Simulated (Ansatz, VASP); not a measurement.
PdPt2 in VASP and in Ansatz

File INCAR:

```
SYSTEM = PdPt2
PREC = Accurate ; ENCUT = 500
EDIFF = 1E-6 ; ISMEAR = 0
SIGMA = 0.1 ; LREAL = .False.
LASPH = .True. ; NELM = 200
ALGO = Normal ; ISIF = 2
LWAVE = .False. ; LCHARG = .False.
ISPIN = 2 ; MAGMOM = 1 0 0
LORBIT = 11 ; LMAXMIX = 4
GGA = PE ; NBANDS = 26
GGA_COMPAT = .False.
```

File KPOINTS:

```
regular mesh
0
Gamma
  6 6 6
  0 0 0
```

File POSCAR:

```
PdPt2
1.0
    4.6566805855      0.0000000000      0.0000000000
   -2.3283402927      4.0328036843      0.0000000000
    0.0000000000      0.0000000000      2.6775574574
Pd Pt
1 2
Direct
    0.0000000000      0.0000000000      0.0000000000
    0.3333333333      0.6666666667      0.0000000000
    0.6666666667      0.3333333333      0.0000000000
```

Input for Ansatz:

```yaml
crystal:
  lattice:
    - [4.6566805855, 0.0, 0.0]
    - [-2.3283402927, 4.0328036843, 0.0]
    - [0.0, 0.0, 2.6775574574]
  atoms:
    - { symbol: Pd, position: [0.0, 0.0, 0.0], spin: 1.0 }
    - { symbol: Pt, position: [0.3333333333, 0.6666666667, 0.0] }
    - { symbol: Pt, position: [0.6666666667, 0.3333333333, 0.0] }
basis:
  ecutwfc: 420
kpoints:
  mp_grid: { grid: [6, 6, 6] }
hamiltonian:
  xc: pbe
scf:
  occupations: { method: gaussian, width: 0.1 }
  lower_state_search: "off"
output:
  forces: true
  stress: true
  eigenvalues: true
  populations: true
magnetization:
  spin_polarized: true
```

Alike in both runs: task single point; functional PBE; k mesh 6 × 6 × 6; occupations gaussian, width 0.1 eV; collinear spin.

```csv
,VASP,Ansatz
version,VASP 6.6.1,Ansatz 0.2.0
potentials or method,"VASP PAW PBE potentials, release 64 (Pd, Pt), cutoff 500 eV","scalar-relativistic, plane waves, PAW"
valence electrons in the cell,30,54
```

VASP gave:

| Quantity | Value |
| --- | --- |
| gap on the k mesh at the Fermi level (eV) | none |
| pressure (GPa) | -0.4 |
| traceless stress, the component that is largest in VASP (GPa) | -0.04 |
| net moment per atom (μB) | 0.00 |

**Question.** Estimate Ansatz's values.

**Answer.** gap on the k mesh at the Fermi level (eV): none; pressure (GPa): 0.0; traceless stress, the component that is largest in VASP (GPa): 0.07; net moment per atom (μB): 0.00.

A gap of «none» marks a metal or a gap that the smearing closes. With one functional, cell and mesh, what is left measures potentials, basis and numerics. VASP's potentials hold 30 valence electrons a cell and Ansatz's 54, so a difference there can come from the potentials and not from the codes. Ansatz's warnings: seeded moment not kept.

The k mesh is coarse, so the values compare programs but aren't converged. Spin-orbit coupling is off throughout.
